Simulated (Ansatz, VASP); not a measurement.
**Two plane-wave programs on Co**

```
Co
1.0
     0.00000    2.53333    2.53333
     2.53333    0.00000    2.53333
     2.53333    2.53333    0.00000
Co
2
Direct
  0.12500 0.12500 0.12500
  0.87500 0.87500 0.87500
```

Alike in both runs: task single point; functional PBE; k mesh 12 × 12 × 12; occupations fermi-dirac, width 0.05 eV; collinear spin.

```csv
,VASP,Ansatz
version,VASP 6.6.1,Ansatz 0.2.0
potentials or method,"VASP PAW PBE potentials, release 64 (Co), cutoff 520 eV","plane waves (420 eV) with PAW, scalar-relativistic"
valence electrons in the cell,18,34
```

```csv
,VASP,Ansatz,Ansatz less VASP
pressure (GPa),0.1,0.8,+0.63
net moment per atom (μB),1.72,1.72,+0.004
size of the moment on the site where the two differ most (μB),1.71,1.74,+0.026
```

Site moments also hang on the region over which each program counts them. VASP's potentials hold 18 valence electrons a cell and Ansatz's 34, so a difference there can come from the potentials and not from the codes.
